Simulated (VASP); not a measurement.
Set up this calculation in VASP 6.6.1, as the native input.

```yaml
Task: single point
Functional: PBEsol
Potentials_or_basis: VASP PAW PBE potentials, release 64 (Mn_pv, Pt)
Cutoff: 520 eV
k_mesh: 8 × 8 × 8
Occupations: fermi-dirac, width 0.08 eV
Spin: no spin polarisation
Dipole_correction: no
Further_INCAR_settings: ALGO = Normal; EDIFF = 1e-07; NBANDS = 30
```

The structure of MnPt3 lies in POSCAR:

```
MnPt3
1.0
    3.8472908360      0.0000000000      0.0000000000
    0.0000000000      3.8472908360      0.0000000000
    0.0000000000      0.0000000000      3.8472908360
Mn Pt
1 3
Direct
    0.0000000000      0.0000000000      0.0000000000
    0.0000000000      0.5000000000      0.5000000000
    0.5000000000      0.0000000000      0.5000000000
    0.5000000000      0.5000000000      0.0000000000
```

This cell differs from its parent crystal: volume scaled by 0.96.

These files were run (other wordings do the same):

INCAR

```
PREC = Accurate
ENCUT = 520
EDIFF = 1E-7
ISMEAR = -1
SIGMA = 0.08
LREAL = F
LASPH = T
NELM = 60
ALGO = Normal
ISIF = 2
LWAVE = F
LCHARG = F
GGA = PS
NBANDS = 30
```

KPOINTS

```
Automatic mesh
0
Gamma
  8 8 8
```

Potentials or basis: VASP PAW PBE potentials, release 64 (Mn_pv, Pt).

Launch:

```bash
$ cat potpaw_PBE.64/Mn_pv/POTCAR potpaw_PBE.64/Pt/POTCAR > POTCAR
$ mpirun -np 1 vasp_std > vasp.out
```

Results of the run:

- Pressure: -5.8 GPa

Caveat: the PAW data sets were made with another functional, which shifts forces and pressure a little.

Run time: 55 s on 1 thread of AMD EPYC 9R45 (Zen 5) (shared host), peak memory 0.17 GiB.
